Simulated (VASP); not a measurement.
# SrO (Fm-3m) in VASP: a series of runs, part 2 of 2

VASP 6.6.1. Earlier steps stand in the parts before.

## 3. Electric field gradients, LDA (volume scaled by 0.94)

Input file INCAR:

```
SYSTEM = SrO
PREC = Accurate ; ENCUT = 520
EDIFF = 1E-8 ; ISMEAR = -1
SIGMA = 0.02 ; LREAL = .FALSE.
LASPH = .TRUE. ; NELM = 100
ALGO = Normal ; ISIF = 2
LWAVE = .FALSE. ; LCHARG = .FALSE.
LEFG = .TRUE. ; NBANDS = 15
```

Input file KPOINTS:

```
regular mesh
0
G
  8 8 8
  0 0 0
```

Input file POSCAR:

```
SrO
1.0
    0.0000000000      2.5173403822      2.5173403822
    2.5173403822      0.0000000000      2.5173403822
    2.5173403822      2.5173403822      0.0000000000
Sr O
1 1
Direct
    0.0000000000      0.0000000000      0.0000000000
    0.5000000000      0.5000000000      0.5000000000
```

Potentials or basis: VASP PAW LDA potentials, release 64 (Sr_sv, O).

Launch:

```bash
cat potpaw_LDA.64/Sr_sv/POTCAR potpaw_LDA.64/O/POTCAR > POTCAR
mpirun -np 1 vasp_std > vasp.out
```

OUTCAR:

```text
SYSTEM = SrO
   PREC = Accurate
   ENCUT = 520
   EDIFF = 1E-8
   ISMEAR = -1
   LREAL = .FALSE.
   LASPH = .TRUE.
   NELM = 100
   ISIF = 2

 ion  position               nearest neighbor table
   1  0.000  0.000  0.000-   2 2.52   2 2.52   2 2.52   2 2.52   2 2.52   2 2.52
   2  0.500  0.500  0.500-   1 2.52   1 2.52   1 2.52   1 2.52   1 2.52   1 2.52

  LATTYP: Found a face centered cubic cell.
 ALAT       =     5.0346807644

  Lattice vectors:

 A1 = (   0.0000000000,   2.5173403822,   2.5173403822)
 A2 = (   2.5173403822,   0.0000000000,   2.5173403822)
 A3 = (   2.5173403822,   2.5173403822,   0.0000000000)

Analysis of symmetry for initial positions (statically):
=====================================================================
 Subroutine PRICEL returns:
 Original cell was already a primitive cell.

 Routine SETGRP: Setting up the symmetry group for a
 face centered cubic supercell.

 Subroutine GETGRP returns: Found 48 space group operations
 (whereof 48 operations were pure point group operations)
 out of a pool of 48 trial point group operations.

The static configuration has the point symmetry O_h .

Analysis of symmetry for dynamics (positions and initial velocities):
=====================================================================
 Subroutine PRICEL returns:
 Original cell was already a primitive cell.

 Routine SETGRP: Setting up the symmetry group for a
 face centered cubic supercell.

 Subroutine GETGRP returns: Found 48 space group operations
 (whereof 48 operations were pure point group operations)
 out of a pool of 48 trial point group operations.

The dynamic configuration has the point symmetry O_h .

 Subroutine INISYM returns: Found 48 space group operations
 (whereof 48 operations are pure point group operations),
 and found     1 'primitive' translations

----------------------------------------------------------------------------------------

                                     Primitive cell

  volume of cell :      31.9048

  direct lattice vectors                    reciprocal lattice vectors
     0.000000000  2.517340382  2.517340382    -0.198622325  0.198622325  0.198622325
     2.517340382  0.000000000  2.517340382     0.198622325 -0.198622325  0.198622325
     2.517340382  2.517340382  0.000000000     0.198622325  0.198622325 -0.198622325

  length of vectors
     3.560056910  3.560056910  3.560056910     0.344023959  0.344023959  0.344023959

  position of ions in fractional coordinates (direct lattice)
     0.000000000  0.000000000  0.000000000
     0.500000000  0.500000000  0.500000000

  ion indices of the primitive-cell ions
   primitive index   ion index
                 1           1
                 2           2

----------------------------------------------------------------------------------------

 KPOINTS: regular mesh

Automatic generation of k-mesh.
 Grid dimensions read from file:
 generate k-points for:    8    8    8

 Generating k-lattice:
[... 75 lines left out ...]
   EMIN   =  10.00;   EMAX   =-10.00  energy-range for DOS
   EFERMI =   0.00;   METHOD = LEGACY
   ISMEAR =    -1;   SIGMA  =   0.02  broadening in eV -4-tet -1-fermi 0-gaus
   EFERMI_NEDOS =   21; number of points for ismear=-14 and -15
   IALGO  =     38    algorithm
   IMIX   =      4    mixing-type and parameters
     AMIX     =   0.40;   BMIX     =  1.00
     AMIX_MAG =   1.60;   BMIX_MAG =  1.00
  volume/ion in A,a.u.               =      15.95       107.65
  Fermi-wavevector in a.u.,A,eV,Ry     =   1.300657  2.457886 23.017104  1.691709
  Thomas-Fermi vector in A             =   2.431842
   LORBIT       =      0    0 simple, 1 ext, 2 COOP (PROOUT), +10 PAW based schemes
   GGA     = CA    functional components
   LHFCALC =     F    Hartree Fock is set to
   AEXX    =    0.0000 exact exchange contribution
   IVDW    =     0    specifies the selected vdW correction
   LEPSILON=     F    determine dielectric tensor
   LRPA    =     F    only Hartree local field effects (RPA)
 non-spin polarized calculation
  energy-cutoff  :      520.00
  volume of cell :       31.90
 maximum number of plane-waves:       881
 NGX is ok and might be reduce to    28
   NGX = 13   NGY = 13   NGZ = 13

 number of electron      15.9999997 magnetization

 Free energy of the ion-electron system (eV)
  ---------------------------------------------------
  ext. energy  EPLUGINS =         0.00000000
  ---------------------------------------------------
  free energy    TOTEN  =       -13.37988652 eV

  energy without entropy =      -13.37988652  energy(sigma->0) =      -13.37988652

 E-fermi :   2.1216     XC(G=0): -10.8278

 val. band max:        1.6636083340   @ k =   0.0000   0.0000   0.0000
 cond. band min:       4.7053256690   @ k =   0.5000   0.5000   0.0000
 fundamental gap:      3.0417173350
 Fermi energy:         2.1216438305

 k-point     1 :       0.0000    0.0000    0.0000
  band No.  band energies     occupation
      1     -30.2192      2.00000
      2     -13.1774      2.00000
      3     -11.8683      2.00000
      4     -11.8683      2.00000
      5     -11.8683      2.00000
      6       1.6636      2.00000
      7       1.6636      2.00000
      8       1.6636      2.00000
      9       5.9285      0.00000
     10       7.8955      0.00000
     11       7.8955      0.00000
     12       7.8955      0.00000
     13      10.2695      0.00000
     14      10.2695      0.00000
[... 401 lines left out ...]
      2     -14.5738      2.00000
      3     -12.3668      2.00000
      4     -12.1620      2.00000
      5     -10.9584      2.00000
      6      -0.0383      2.00000
      7       0.7268      2.00000
      8       0.8388      2.00000
      9       8.1398      0.00000
     10       8.5133      0.00000
     11      11.4737      0.00000
     12      11.5234      0.00000
     13      13.8708      0.00000
     14      15.1890      0.00000
     15      15.5871      0.00000

 [... further k-points ...]
[... 5 lines left out ...]
  --------------------------------------------------------------------------------------
  -------------------------------------------------------------------------------------
  Total        0.5631530      0.5631530      0.5631530     -0.0000000      0.0000000      0.0000000
  in kB       28.2801141     28.2801141     28.2801141     -0.0000000      0.0000000      0.0000000
  external PRESSURE =      28.2801141 kB  Pullay stress =       0.0000000 kB

 VOLUME and BASIS-vectors are now :
 -----------------------------------------------------------------------------
  energy-cutoff  :      520.00
  volume of cell :       31.90
      direct lattice vectors                 reciprocal lattice vectors
     0.000000000  2.517340382  2.517340382    -0.198622325  0.198622325  0.198622325
     2.517340382  0.000000000  2.517340382     0.198622325 -0.198622325  0.198622325
     2.517340382  2.517340382  0.000000000     0.198622325  0.198622325 -0.198622325

 POSITION                                       TOTAL-FORCE (eV/Angst)
 -----------------------------------------------------------------------------------
      0.00000      0.00000      0.00000        -0.000000      0.000000     -0.000000
      2.51734      2.51734      2.51734         0.000000     -0.000000      0.000000
 -----------------------------------------------------------------------------------
    total drift:                                0.000000      0.000000      0.000000

  FREE ENERGIE OF THE ION-ELECTRON SYSTEM (eV)
  ---------------------------------------------------
  free  energy   TOTEN  =       -13.3798865162 eV

  energy  without entropy=      -13.3798865162  energy(sigma->0) =      -13.37988652

 Electric field gradients (V/A^2)
---------------------------------------------------------------------
 ion       V_xx      V_yy      V_zz      V_xy      V_xz      V_yz
---------------------------------------------------------------------
   1      -0.000    -0.000     0.000     0.000     0.000     0.000
   2      -0.000     0.000    -0.000    -0.002    -0.002    -0.002
---------------------------------------------------------------------

 Electric field gradients after diagonalization (V/A^2)
 (convention: |V_zz| > |V_xx| > |V_yy|)
----------------------------------------------------------------------
 ion       V_xx      V_yy      V_zz     asymmetry (V_yy - V_xx)/ V_zz
----------------------------------------------------------------------
   1      -0.000    -0.000     0.000       0.000
   2       0.002     0.002    -0.004       0.000
----------------------------------------------------------------------

           NMR quadrupolar parameters

 Cq : quadrupolar parameter    Cq=e*Q*V_zz/h
 eta: asymmetry parameters     (V_yy - V_xx)/ V_zz
 Q  : nuclear electric quadrupole moment in mb (millibarn)
----------------------------------------------------------------------
 ion       Cq(MHz)       eta       Q (mb)
----------------------------------------------------------------------
   1       0.000       0.000       1.000
   2      -0.000       0.000       1.000
----------------------------------------------------------------------
```

OSZICAR:

```text
N       E                     dE             d eps       ncg     rms          rms(c)
DAV:   1     0.682641703013E+02    0.68264E+02   -0.85342E+03   870   0.105E+03
DAV:   2    -0.126811877235E+02   -0.80945E+02   -0.74711E+02  1207   0.229E+02
DAV:   3    -0.155325494507E+02   -0.28514E+01   -0.28400E+01  1134   0.395E+01
DAV:   4    -0.155853703152E+02   -0.52821E-01   -0.52819E-01  1035   0.516E+00
DAV:   5    -0.155867111833E+02   -0.13409E-02   -0.13409E-02  1133   0.653E-01    0.195E+01
DAV:   6    -0.135920415902E+02    0.19947E+01   -0.61833E+00   891   0.198E+01    0.234E+01
DAV:   7    -0.134284737181E+02    0.16357E+00   -0.30415E-01  1080   0.497E+00    0.131E+01
DAV:   8    -0.133790617371E+02    0.49412E-01   -0.12953E-01  1150   0.323E+00    0.150E+00
DAV:   9    -0.133799413294E+02   -0.87959E-03   -0.53223E-03  1394   0.433E-01    0.333E-01
DAV:  10    -0.133798689601E+02    0.72369E-04   -0.17829E-04   982   0.133E-01    0.175E-01
DAV:  11    -0.133798853637E+02   -0.16404E-04   -0.64873E-05  1038   0.777E-02    0.201E-02
DAV:  12    -0.133798864818E+02   -0.11181E-05   -0.41315E-06  1017   0.170E-02    0.501E-03
DAV:  13    -0.133798865063E+02   -0.24521E-07   -0.17626E-07  1059   0.431E-03    0.222E-03
DAV:  14    -0.133798865162E+02   -0.99444E-08   -0.15134E-08   867   0.126E-03
   1 F= -.13379887E+02 E0= -.13379887E+02  d E =-.102478E-11
```

stdout:

```text
POSCAR found type information on POSCAR SrO
 POSCAR found :  2 types and       2 ions
 scaLAPACK will be used
 LDA part: xc-table for (Slater(with rela. corr.)+CA(PZ))
 , standard interpolation
 POSCAR, INCAR and KPOINTS ok, starting setup
 FFT: planning ... GRIDC
 FFT: planning ... GRID_SOFT
 FFT: planning ... GRID
 WAVECAR not read
 entering main loop
ion   1

ion   2
```

Wall time 15 s (1 thread of AMD EPYC 7R13 (Zen 3), shared host); peak memory 0.12 GiB.

What came out:

```
Free energy            : -13.3799 eV
Pressure               : 2.8 GPa
Band gap on the k mesh : 3.04 eV, indirect (least direct gap 3.08 eV)
```

Caveat: without QUAD_EFG the Cq values of the log hold for a quadrupole moment of 1 mb, not for the nuclei. A k mesh can miss the band edges.
